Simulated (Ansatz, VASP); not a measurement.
# PbSe in VASP and in Ansatz

Contents of INCAR:

```
  PREC = Accurate
  ENCUT = 520
  EDIFF = 1E-8
  ISMEAR = -1
  SIGMA = 0.01
  LREAL = False
  LASPH = True
  NELM = 60
  ALGO = Normal
  ISIF = 2
  LWAVE = False
  LCHARG = False
  GGA = PE
  LEFG = True
  NBANDS = 17
```

File KPOINTS:

```
regular mesh
0
Gamma
  9 9 9
```

Contents of POSCAR:

```
PbSe
1.0
    0.0000000000      3.1222074042      3.1222074042
    3.1222074042      0.0000000000      3.1222074042
    3.1222074042      3.1222074042      0.0000000000
Pb Se
1 1
Direct
    0.0000000000      0.0000000000      0.0000000000
    0.5000000000      0.5000000000      0.5000000000
```

Input for Ansatz:

```yaml
crystal:
  lattice:
    - [0.0, 3.1222074042, 3.1222074042]
    - [3.1222074042, 0.0, 3.1222074042]
    - [3.1222074042, 3.1222074042, 0.0]
  atoms:
    - { symbol: Pb, position: [0.0, 0.0, 0.0] }
    - { symbol: Se, position: [0.5, 0.5, 0.5] }
kpoints:
  mp_grid: { grid: [9, 9, 9] }
scf:
  occupations: { method: fermi_dirac, width: 0.01 }
hamiltonian:
  xc: pbe
  pseudopotentials: { kind: all_electron, datasets: crystal }
output:
  forces: true
  stress: true
  eigenvalues: true
  efg: { contact_densities: true }
```

Change from the starting cell: volume scaled by 1.06, crystal datasets.

Alike in both runs: task electric field gradients; functional PBE; k mesh 9 × 9 × 9; occupations fermi-dirac, width 0.01 eV; no spin polarisation.

|  | VASP | Ansatz |
| --- | --- | --- |
| version | VASP 6.6.1 | Ansatz 0.2.0 |
| potentials or method | VASP PAW PBE potentials, release 64 (Pb_d, Se), cutoff 520 eV | all-electron PAW with datasets made for the crystal, scalar-relativistic |

|  | VASP | Ansatz | Ansatz less VASP |
| --- | --- | --- | --- |
| pressure (GPa) | -0.6 | -0.6 | +0.02 |

Ansatz ran all-electron here, and VASP with PAW potentials.

Neither program's run includes spin-orbit coupling.
